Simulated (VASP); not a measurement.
Input of a VASP 6.6.1 run:

File POSCAR:

```
MgO
1.0
    0.0000000000      2.1021767760      2.1021767760
    2.1021767760      0.0000000000      2.1021767760
    2.1021767760      2.1021767760      0.0000000000
Mg O
1 1
Direct
    0.0000000000      0.0000000000      0.0000000000
    0.5000000000      0.5000000000      0.5000000000
```

Contents of INCAR.step1:

```
SYSTEM = MgO
PREC = Accurate
ENCUT = 660
ISMEAR = 0
SIGMA = 0.02
LREAL = .False.
LASPH = .True.
NELM = 120
NBANDS = 15
GGA = PE
ALGO = Normal
EDIFF = 1E-5
LWAVE = .True.
LCHARG = .False.
GGA_COMPAT = .False.
```

File INCAR.step2:

```
SYSTEM = MgO
PREC = Accurate
ENCUT = 660
EDIFF = 1E-6
ISMEAR = 0
SIGMA = 0.02
LREAL = .False.
LASPH = .True.
NELM = 120
ALGO = Normal
ISIF = 2
LWAVE = .False.
LCHARG = .False.
METAGGA = R2SCAN
LMIXTAU = .True.
NBANDS = 15
ISTART = 1
GGA_COMPAT = .False.
```

KPOINTS

```
regular mesh
0
Gamma
  10 10 10
  0 0 0
```

Potentials or basis: VASP PAW PBE potentials, release 64 (Mg_sv, O).

Launch:

```sh
$ cat potpaw_PBE.64/Mg_sv/POTCAR potpaw_PBE.64/O/POTCAR > POTCAR
$ cp INCAR.step1 INCAR
$ mpirun -np 1 vasp_std > vasp.out
$ cp INCAR.step2 INCAR
$ mpirun -np 1 vasp_std > vasp.out
```

(1) Estimate the band gap on the k mesh.

(2) Predict the pressure.

## Answers

(1) 5.71 eV, direct.

(2) -0.2 GPa.

Caveat: the PAW data sets were made with another functional, which shifts forces and pressure a little.

**What was measured.**

“Electronic structure of alkaline earth and post-transition metal oxides”, 2009, arxiv:0908.1581 quotes, for a bulk crystal of MgO: band gap 7.83 eV.

A measured gap of MgO is 7.83 eV (quoted in “Electronic structure of alkaline earth and post-transition metal oxides”, 2009, arxiv:0908.1581); the calculated 5.71 eV misses it by -2.12 eV. The value is that of r2SCAN, without temperature or zero-point motion.
